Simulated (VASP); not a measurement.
# K in VASP: single point with PBE

Aim: the single point of K with PBE.

Program: VASP 6.6.1. These are calculated values, not measurements. Logs are shortened: lines on timing, memory, paths and dates and some standing lists are left out, and cuts for length are marked.

## 1. The cell of the first run

The cell holds a sublattice, 1 atom: a = 4.667 Å, b = 4.667 Å, c = 4.667 Å, α = 60.00°, β = 60.00°, γ = 60.00°.

## 2. Single point, PBE

Input file INCAR:

```
SYSTEM = K
  PREC = Accurate
  ENCUT = 520
  EDIFF = 1E-6
  ISMEAR = 0
  SIGMA = 0.1
  LREAL = .False.
  LASPH = .True.
  NELM = 80
  ALGO = Normal
  ISIF = 2
  LWAVE = .False.
  LCHARG = .True.
  GGA = PE
  LELF = .True.
  LVHAR = .True.
  NBANDS = 10
```

Input file KPOINTS:

```
Automatic mesh
0
Gamma
  8 8 8
  0 0 0
```

Input file POSCAR:

```
K
1.0
    0.0000000000      3.3000000000      3.3000000000
    3.3000000000      0.0000000000      3.3000000000
    3.3000000000      3.3000000000      0.0000000000
K
1
Direct
    0.0000000000      0.0000000000      0.0000000000
```

Potentials or basis: VASP PAW PBE potentials, release 64 (K_sv).

Command:

```
$ cat potpaw_PBE.64/K_sv/POTCAR > POTCAR
$ mpirun -np 1 vasp_std > vasp.out
```

OUTCAR:

```text
SYSTEM = K
   PREC = Accurate
   ENCUT = 520
   EDIFF = 1E-6
   ISMEAR = 0
   LREAL = .False.
   LASPH = .True.
   NELM = 80
   ISIF = 2
   GGA = PE

 ion  position               nearest neighbor table
   1  0.000  0.000  0.000-

  LATTYP: Found a face centered cubic cell.
 ALAT       =     6.6000000000

  Lattice vectors:

 A1 = (   0.0000000000,   3.3000000000,   3.3000000000)
 A2 = (   3.3000000000,   0.0000000000,   3.3000000000)
 A3 = (   3.3000000000,   3.3000000000,   0.0000000000)

Analysis of symmetry for initial positions (statically):
=====================================================================
 Subroutine PRICEL returns:
 Original cell was already a primitive cell.

 Routine SETGRP: Setting up the symmetry group for a
 face centered cubic supercell.

 Subroutine GETGRP returns: Found 48 space group operations
 (whereof 48 operations were pure point group operations)
 out of a pool of 48 trial point group operations.

The static configuration has the point symmetry O_h .

Analysis of symmetry for dynamics (positions and initial velocities):
=====================================================================
 Subroutine PRICEL returns:
 Original cell was already a primitive cell.

 Routine SETGRP: Setting up the symmetry group for a
 face centered cubic supercell.

 Subroutine GETGRP returns: Found 48 space group operations
 (whereof 48 operations were pure point group operations)
 out of a pool of 48 trial point group operations.

The dynamic configuration has the point symmetry O_h .

 Subroutine INISYM returns: Found 48 space group operations
 (whereof 48 operations are pure point group operations),
 and found     1 'primitive' translations

----------------------------------------------------------------------------------------

                                     Primitive cell

  volume of cell :      71.8740

  direct lattice vectors                    reciprocal lattice vectors
     0.000000000  3.300000000  3.300000000    -0.151515152  0.151515152  0.151515152
     3.300000000  0.000000000  3.300000000     0.151515152 -0.151515152  0.151515152
     3.300000000  3.300000000  0.000000000     0.151515152  0.151515152 -0.151515152

  length of vectors
[... 81 lines left out ...]
   LREAL  =      F    real-space projection
   EDIFFG = 0.1E-04   stopping-criterion for IOM
   NSW    =      0    number of steps for IOM
   IBRION =     -1    ionic relax: 0-MD 1-quasi-New 2-CG
   NFREE  =      0    steps in history (QN), initial steepest desc. (CG)
   ISIF   =      2    stress and relaxation
   ISYM   =      2    0-nonsym 1-usesym 2-fastsym
   POTIM  = 0.5000    time-step for ionic-motion
   TEBEG  =    0.0;   TEEND  =   0.0 temperature during run
   PSTRESS=    0.0 pullay stress
   NELECT =       9.0000    total number of electrons
   NUPDOWN=      -1.0000    fix difference up-down
   EMIN   =  10.00;   EMAX   =-10.00  energy-range for DOS
   EFERMI =   0.00;   METHOD = LEGACY
   ISMEAR =     0;   SIGMA  =   0.10  broadening in eV -4-tet -1-fermi 0-gaus
   EFERMI_NEDOS =   21; number of points for ismear=-14 and -15
   IALGO  =     38    algorithm
   IMIX   =      4    mixing-type and parameters
     AMIX     =   0.40;   BMIX     =  1.00
     AMIX_MAG =   1.60;   BMIX_MAG =  1.00
  volume/ion in A,a.u.               =      71.87       485.03
  Fermi-wavevector in a.u.,A,eV,Ry     =   0.819027  1.547737  9.126867  0.670806
  Thomas-Fermi vector in A             =   1.929759
   LORBIT       =      0    0 simple, 1 ext, 2 COOP (PROOUT), +10 PAW based schemes
   GGA     = PE    functional components
   LHFCALC =     F    Hartree Fock is set to
   AEXX    =    0.0000 exact exchange contribution
   IVDW    =     0    specifies the selected vdW correction
   LEPSILON=     F    determine dielectric tensor
   LRPA    =     F    only Hartree local field effects (RPA)
 non-spin polarized calculation
 Gauss-broadening in eV      SIGMA  =   0.10
  energy-cutoff  :      520.00
  volume of cell :       71.87
 maximum number of plane-waves:      1964
   NGX = 17   NGY = 17   NGZ = 17

 number of electron       9.0000000 magnetization

 Free energy of the ion-electron system (eV)
  ---------------------------------------------------
  ext. energy  EPLUGINS =         0.00000000
  ---------------------------------------------------
  free energy    TOTEN  =        -1.04687075 eV

  energy without entropy =       -1.04383562  energy(sigma->0) =       -1.04535319

 E-fermi :  -0.1260     XC(G=0):  -5.7066

 val. band max:       -0.2162390039   @ k =  -0.3750   0.1250   0.0000
 cond. band min:      -0.0128030788   @ k =   0.5000   0.3750   0.1250
 fundamental gap:      0.2034359251
 Fermi energy:        -0.1260397278

 k-point     1 :       0.0000    0.0000    0.0000
  band No.  band energies     occupation
      1     -32.1824      2.00000
      2     -15.6314      2.00000
      3     -15.6314      2.00000
      4     -15.6314      2.00000
      5      -2.2587      2.00000
      6       4.1635      0.00000
      7       4.1635      0.00000
      8       4.1635      0.00000
      9       5.4327      0.00000
     10       5.4327      0.00000
[... 287 lines left out ...]
 k-point    24 :      -0.3750    0.2500    0.1250
  band No.  band energies     occupation
      1     -32.1776      2.00000
      2     -15.6936      2.00000
      3     -15.6600      2.00000
      4     -15.6474      2.00000
      5       0.7339      0.00000
      6       0.7585      0.00000
      7       2.8333      0.00000
      8       3.9928      0.00000
      9       5.2458      0.00000
     10       6.0977      0.00000

 [... further k-points ...]

------------------------ aborting loop because EDIFF is reached ----------------------------------------

  FORCE on cell =-STRESS in cart. coord.  units (eV):
  Direction    XX          YY          ZZ          XY          YZ          ZX
  --------------------------------------------------------------------------------------
  -------------------------------------------------------------------------------------
  Total        0.0444955      0.0444955      0.0444955      0.0000000     -0.0000000     -0.0000000
  in kB        0.9918692      0.9918692      0.9918692      0.0000000     -0.0000000     -0.0000000
  external PRESSURE =       0.9918692 kB  Pullay stress =       0.0000000 kB

 VOLUME and BASIS-vectors are now :
 -----------------------------------------------------------------------------
  energy-cutoff  :      520.00
  volume of cell :       71.87
      direct lattice vectors                 reciprocal lattice vectors
     0.000000000  3.300000000  3.300000000    -0.151515152  0.151515152  0.151515152
     3.300000000  0.000000000  3.300000000     0.151515152 -0.151515152  0.151515152
     3.300000000  3.300000000  0.000000000     0.151515152  0.151515152 -0.151515152

 POSITION                                       TOTAL-FORCE (eV/Angst)
 -----------------------------------------------------------------------------------
      0.00000      0.00000      0.00000        -0.000000      0.000000     -0.000000
 -----------------------------------------------------------------------------------
    total drift:                               -0.000000      0.000000      0.000000

  FREE ENERGIE OF THE ION-ELECTRON SYSTEM (eV)
  ---------------------------------------------------
  free  energy   TOTEN  =        -1.0468707527 eV

  energy  without entropy=       -1.0438356244  energy(sigma->0) =       -1.04535319
```

stdout:

```text
POSCAR found type information on POSCAR K
 POSCAR found :  1 types and       1 ions
 scaLAPACK will be used
 LDA part: xc-table for (Slater+PW92), standard interpolation
 POSCAR, INCAR and KPOINTS ok, starting setup
 FFT: planning ... GRIDC
 FFT: planning ... GRID_SOFT
 FFT: planning ... GRID
 WAVECAR not read
 entering main loop
```

It took 14 s on 1 thread of Intel Xeon Platinum 8375C at 2.90GHz (Ice Lake), shared host; peak memory 0.19 GiB.

Results:

| Quantity | Value |
| --- | --- |
| Free energy | -1.0469 eV |
| Pressure | 0.1 GPa |
